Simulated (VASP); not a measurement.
Set up this calculation in VASP 6.6.1, as the native input.

```
Task                   : relaxation of cell and atoms
Functional             : PBE
Potentials or basis    : VASP PAW PBE potentials, release 64 (Co, Si)
Cutoff                 : 600 eV
k mesh                 : 8 × 8 × 8
Occupations            : gaussian, width 0.1 eV
Spin                   : no spin polarisation
Dipole correction      : no
Further INCAR settings : ALGO = Normal; EDIFF = 1e-07; IBRION = 2; EDIFFG = -0.05; NSW = 100; ISIF = 3
```

The structure of CoSi lies in POSCAR:

```
CoSi
1.0
    0.0000000000      2.4753717842      2.4753717842
    2.4753717842      0.0000000000      2.4753717842
    2.4753717842      2.4753717842      0.0000000000
Co Si
1 1
Direct
    0.0000000000      0.0000000000      0.0000000000
    0.2500000000      0.2500000000      0.2500000000
```

The input as run:

INCAR

```
PREC = Accurate ; ENCUT = 600
EDIFF = 1E-7 ; ISMEAR = 0
SIGMA = 0.1 ; LREAL = False
LASPH = True ; NELM = 80
ALGO = Normal ; ISIF = 3
LWAVE = False ; LCHARG = False
GGA = PE ; IBRION = 2
NSW = 100 ; EDIFFG = -0.05
```

KPOINTS

```
regular mesh
0
Gamma
  8 8 8
```

Potentials or basis: VASP PAW PBE potentials, release 64 (Co, Si).

Run with:

```bash
$ cat potpaw_PBE.64/Co/POTCAR potpaw_PBE.64/Si/POTCAR > POTCAR
$ mpirun -np 1 vasp_std > vasp.out
```

Results of the run:

| Property | Result |
| --- | --- |
| Relaxed volume | 16.47 Å³/atom |
| Relaxed cell | a = 3.598 Å, b = 3.598 Å, c = 3.598 Å, α = 60.00°, β = 60.00°, γ = 60.00° |
| Space group after relaxing (to 0.05 Å) | F-43m (No. 216) |
| Energy gained by relaxing | 39.5 meV/atom |
| Ionic steps | 3 |
| Pressure after relaxing | 0.0 GPa |

Wall time 17 s on 1 thread of Intel(R) Xeon(R) 6975P-C (Granite Rapids), on a shared host, peak memory 0.16 GiB.
